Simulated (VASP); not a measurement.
Wanted: the native input for a VASP 6.6.1 run.

```
Task                   : single point
Functional             : LDA
Potentials or basis    : VASP PAW LDA potentials, release 64 (Pt, Ir)
Cutoff                 : 500 eV
k mesh                 : 5 × 5 × 5
Occupations            : methfessel-paxton, width 0.1 eV
Spin                   : no spin polarisation
Dipole correction      : no
Further INCAR settings : ALGO = Normal; EDIFF = 1e-06; NBANDS = 48
```

The structure of Ir3Pt5 lies in POSCAR:

```
Ir3Pt5
1.0
    0.0000000000      3.8624358868      3.8624358868
    3.8624358868      0.0000000000      3.8624358868
    3.8624358868      3.8624358868      0.0000000000
Pt Ir
5 3
Direct
    0.0000000000      0.0000000000      0.0000000000
    0.0000000000      0.0000000000      0.5000000000
    0.0000000000      0.5000000000      0.0000000000
    0.5000000000      0.0000000000      0.0000000000
    0.5000000000      0.5000000000      0.5000000000
    0.0000000000      0.5000000000      0.5000000000
    0.5000000000      0.0000000000      0.5000000000
    0.5000000000      0.5000000000      0.0000000000
```

The input as run:

INCAR

```
SYSTEM = Ir3Pt5
PREC = Accurate
ENCUT = 500
EDIFF = 1E-6
ISMEAR = 1
SIGMA = 0.1
LREAL = .FALSE.
LASPH = .TRUE.
NELM = 120
ALGO = Normal
ISIF = 2
LWAVE = .FALSE.
LCHARG = .TRUE.
LELF = .TRUE.
LVHAR = .TRUE.
NBANDS = 48
GGA_COMPAT = .FALSE.
```

KPOINTS

```
regular mesh
0
G
  5 5 5
  0 0 0
```

Potentials or basis: VASP PAW LDA potentials, release 64 (Pt, Ir).

Command:

```bash
$ cat potpaw_LDA.64/Pt/POTCAR potpaw_LDA.64/Ir/POTCAR > POTCAR
$ mpirun -np 1 vasp_std > vasp.out
```

It gave:

```json
{
 "Pressure": "1.3 GPa",
 "Band gap on the k mesh": "zero (an odd number of electrons rules out a gap without spin polarisation)"
}
```

Caveat: spin-orbit coupling is left out, which moves the levels of the heavy elements.

Wall time 2.2 min on 1 thread of Intel(R) Xeon(R) 6975P-C (Granite Rapids) (shared host), peak memory 0.24 GiB.
